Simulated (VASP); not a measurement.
# Bi (P6_3/mmc) in VASP: further runs, part 2 of 2

VASP 6.6.1. Earlier steps stand in the parts before.

## 4. Single point, PBEsol (109.75 Å³/atom)

This run uses another cell than the first one.

INCAR reads:

```
PREC = Accurate
ENCUT = 520
EDIFF = 1E-7
ISMEAR = -1
SIGMA = 0.03
LREAL = False
LASPH = True
NELM = 100
ALGO = Normal
ISIF = 2
LWAVE = False
LCHARG = False
GGA = PS
NBANDS = 22
```

KPOINTS reads:

```
regular mesh
0
Gamma
  9 9 3
```

POSCAR reads:

```
Bi
1.0
    4.5987308376      0.0000000000      0.0000000000
   -2.2993654188      3.9826177306      0.0000000000
    0.0000000000      0.0000000000     11.9846625878
Bi
2
Direct
    0.3333333333      0.6666666667      0.2500000000
    0.6666666667      0.3333333333      0.7500000000
```

Potentials or basis: VASP PAW PBE potentials, release 64 (Bi_d).

Started as:

```
> cat potpaw_PBE.64/Bi_d/POTCAR > POTCAR
> mpirun -np 1 vasp_std > vasp.out
```

OUTCAR:

```text
PREC = Accurate
   ENCUT = 520
   EDIFF = 1E-7
   ISMEAR = -1
   LREAL = False
   LASPH = True
   NELM = 100
   ISIF = 2
   GGA = PS

 ion  position               nearest neighbor table
   1  0.333  0.667  0.250-
   2  0.667  0.333  0.750-

  LATTYP: Found a hexagonal cell.
 ALAT       =     4.5987308376
 C/A-ratio  =     2.6060804624

  Lattice vectors:

 A1 = (   4.5987308376,   0.0000000000,   0.0000000000)
 A2 = (  -2.2993654188,   3.9826177306,   0.0000000000)
 A3 = (   0.0000000000,   0.0000000000,  11.9846625878)

Analysis of symmetry for initial positions (statically):
=====================================================================
 Subroutine PRICEL returns:
 Original cell was already a primitive cell.

 Routine SETGRP: Setting up the symmetry group for a
 hexagonal supercell.

 Subroutine GETGRP returns: Found 24 space group operations
 (whereof 12 operations were pure point group operations)
 out of a pool of 24 trial point group operations.

The static configuration has the point symmetry D_3d.
 The point group associated with its full space group is D_6h.

Analysis of symmetry for dynamics (positions and initial velocities):
=====================================================================
 Subroutine PRICEL returns:
 Original cell was already a primitive cell.

 Routine SETGRP: Setting up the symmetry group for a
 hexagonal supercell.

 Subroutine GETGRP returns: Found 24 space group operations
 (whereof 12 operations were pure point group operations)
 out of a pool of 24 trial point group operations.

The dynamic configuration has the point symmetry D_3d.
 The point group associated with its full space group is D_6h.

 Subroutine INISYM returns: Found 24 space group operations
 (whereof 12 operations are pure point group operations),
[... 106 lines left out ...]
   NELECT =      30.0000    total number of electrons
   NUPDOWN=      -1.0000    fix difference up-down
   EMIN   =  10.00;   EMAX   =-10.00  energy-range for DOS
   EFERMI =   0.00;   METHOD = LEGACY
   ISMEAR =    -1;   SIGMA  =   0.03  broadening in eV -4-tet -1-fermi 0-gaus
   EFERMI_NEDOS =   21; number of points for ismear=-14 and -15
   IALGO  =     38    algorithm
   IMIX   =      4    mixing-type and parameters
     AMIX     =   0.40;   BMIX     =  1.00
     AMIX_MAG =   1.60;   BMIX_MAG =  1.00
  volume/ion in A,a.u.               =     109.75       740.63
  Fermi-wavevector in a.u.,A,eV,Ry     =   0.843279  1.593566  9.675360  0.711119
  Thomas-Fermi vector in A             =   1.958121
   LORBIT       =      0    0 simple, 1 ext, 2 COOP (PROOUT), +10 PAW based schemes
   GGA     = PS    functional components
   LHFCALC =     F    Hartree Fock is set to
   AEXX    =    0.0000 exact exchange contribution
   IVDW    =     0    specifies the selected vdW correction
   LEPSILON=     F    determine dielectric tensor
   LRPA    =     F    only Hartree local field effects (RPA)
 non-spin polarized calculation
  energy-cutoff  :      520.00
  volume of cell :      219.50
 maximum number of plane-waves:      5960
 NGX is ok and might be reduce to    36
   NGX = 17   NGY = 17   NGZ = 45

 number of electron      30.0000001 magnetization

 Free energy of the ion-electron system (eV)
  ---------------------------------------------------
  ext. energy  EPLUGINS =         0.00000000
  ---------------------------------------------------
  free energy    TOTEN  =        -3.19942417 eV

  energy without entropy =       -3.17648842  energy(sigma->0) =       -3.18795629

 E-fermi :  -1.2945     XC(G=0):  -5.2984

 val. band max:       -1.3149380038   @ k =   0.2222   0.2222   0.3333
 cond. band min:      -1.2942315793   @ k =   0.3333   0.0000   0.3333
 fundamental gap:      0.0207064245
 Fermi energy:        -1.2945151792

 k-point     1 :       0.0000    0.0000    0.0000
  band No.  band energies     occupation
      1     -24.0634      2.00000
      2     -24.0634      2.00000
      3     -24.0592      2.00000
      4     -24.0592      2.00000
      5     -24.0591      2.00000
      6     -24.0591      2.00000
[... 589 lines left out ...]
     21       4.2622      0.00000
     22       4.7529      0.00000

------------------------ aborting loop because EDIFF is reached ----------------------------------------

  FORCE on cell =-STRESS in cart. coord.  units (eV):
  Direction    XX          YY          ZZ          XY          YZ          ZX
  --------------------------------------------------------------------------------------
  -------------------------------------------------------------------------------------
  Total       -6.6010259     -6.6010259     -0.4791747     -0.0000000      0.0000000      0.0000000
  in kB      -48.1825291    -48.1825291     -3.4976150     -0.0000000      0.0000000      0.0000000
  external PRESSURE =     -33.2875577 kB  Pullay stress =       0.0000000 kB

 VOLUME and BASIS-vectors are now :
 -----------------------------------------------------------------------------
  energy-cutoff  :      520.00
  volume of cell :      219.50
      direct lattice vectors                 reciprocal lattice vectors
     4.598730838  0.000000000  0.000000000     0.217451300  0.125545567  0.000000000
    -2.299365419  3.982617731  0.000000000     0.000000000  0.251091133  0.000000000
     0.000000000  0.000000000 11.984662588     0.000000000  0.000000000  0.083439979

 POSITION                                       TOTAL-FORCE (eV/Angst)
 -----------------------------------------------------------------------------------
     -0.00000      2.65508      2.99617        -0.000000      0.000000      0.000000
      2.29937      1.32754      8.98850         0.000000     -0.000000      0.000000
 -----------------------------------------------------------------------------------
    total drift:                               -0.000000      0.000000      0.000000

  FREE ENERGIE OF THE ION-ELECTRON SYSTEM (eV)
  ---------------------------------------------------
  free  energy   TOTEN  =        -3.1994241652 eV

  energy  without entropy=       -3.1764884231  energy(sigma->0) =       -3.18795629
```

stdout:

```text
POSCAR found type information on POSCAR Bi
 POSCAR found :  1 types and       2 ions
 scaLAPACK will be used
 -----------------------------------------------------------------------------
|                                                                             |
|                                                                             |
|     You enforced a specific xc type in the INCAR file but a different       |
|     I HOPE YOU KNOW WHAT YOU ARE DOING!                                     |
|                                                                             |
 -----------------------------------------------------------------------------

 LDA part: xc-table for (Slater+PW92), standard interpolation
 POSCAR, INCAR and KPOINTS ok, starting setup
 FFT: planning ... GRIDC
 FFT: planning ... GRID_SOFT
 FFT: planning ... GRID
 WAVECAR not read
 entering main loop
```

Wall time 2.5 min (1 thread of Intel Xeon 8259CL, shared host); peak memory 0.37 GiB.

Results:

```
Free energy            : -3.1994 eV
Pressure               : -3.3 GPa
Band gap on the k mesh : zero (bands 15 and 16 overlap by 2.00 eV)
```

Caveat: the cell stands under tension; the PAW data sets were made with another functional, which shifts forces and pressure a little; spin-orbit coupling is left out, which moves the levels of the heavy elements.

## 5. Single point, PBEsol (110.80 Å³/atom)

This run uses another cell than the first one.

INCAR reads:

```
SYSTEM = Bi
  PREC = Accurate
  ENCUT = 520
  EDIFF = 1E-6
  ISMEAR = -1
  SIGMA = 0.03
  LREAL = .False.
  LASPH = .True.
  NELM = 80
  ALGO = Normal
  ISIF = 2
  LWAVE = .False.
  LCHARG = .False.
  GGA = PS
  NBANDS = 22
```

KPOINTS reads:

```
regular mesh
0
Gamma
  9 9 3
  0 0 0
```

POSCAR reads:

```
Bi
1.0
    4.6134233682      0.0000000000      0.0000000000
   -2.3067116842      3.9953418354      0.0000000000
    0.0000000000      0.0000000000     12.0229525048
Bi
2
Direct
    0.3333333333      0.6666666667      0.2500000000
    0.6666666667      0.3333333333      0.7500000000
```

Started as:

```
> cat potpaw_PBE.64/Bi_d/POTCAR > POTCAR
> mpirun -np 1 vasp_std > vasp.out
```

It took 2.2 min on 1 thread of Intel Xeon 8259CL, shared host; peak memory 0.37 GiB.

The run converged. Its results:

```yaml
Free_energy: -3.1563 eV
Pressure: -3.3 GPa
Band_gap_on_the_k_mesh: zero (bands 15 and 16 overlap by 1.96 eV)
```

Stress tensor (GPa, compression positive):
```
-4.74  0.00  0.00
 0.00 -4.74  0.00
 0.00  0.00 -0.34
```

Levels at points of the mesh, in eV from the Fermi level:
| k point | band 13 | band 14 | band 15 | band 16 | band 17 | band 18 |
| --- | --- | --- | --- | --- | --- | --- |
| (0.00, 0.00, 0.00) | -0.76 | -0.31 | 1.31 | 1.31 | 1.32 | 1.32 |

Caveat: the cell stands under tension; the PAW data sets were made with another functional, which shifts forces and pressure a little; spin-orbit coupling is left out, which moves the levels of the heavy elements.

## 6. Overview

```tsv
cell	gap on the mesh (eV)	pressure (GPa)
a = 4.554, b = 4.554, c = 11.868 Å, angles 90.0, 90.0, 120.0°, 2 atoms	none	-3.5
a = 4.577, b = 4.577, c = 11.927 Å, angles 90.0, 90.0, 120.0°, 2 atoms	none	-3.4
a = 4.599, b = 4.599, c = 11.985 Å, angles 90.0, 90.0, 120.0°, 2 atoms	none	-3.3
a = 4.613, b = 4.613, c = 12.023 Å, angles 90.0, 90.0, 120.0°, 2 atoms	none	-3.3
```

Alike in all rows: task single point; level PBEsol; potentials or basis VASP PAW PBE potentials, release 64 (Bi_d); no spin polarisation; k mesh 9 × 9 × 3; cutoff (eV) 520; smearing fermi-dirac 0.03 eV.

Caveats: the cell stands under tension; the PAW data sets were made with another functional, which shifts forces and pressure a little; spin-orbit coupling is left out, which moves the levels of the heavy elements.

Total energies depend on the potentials used, so only differences within one code and one set of settings carry meaning.

The gap in the log of VASP goes by the Fermi energy; the results here count the filled bands.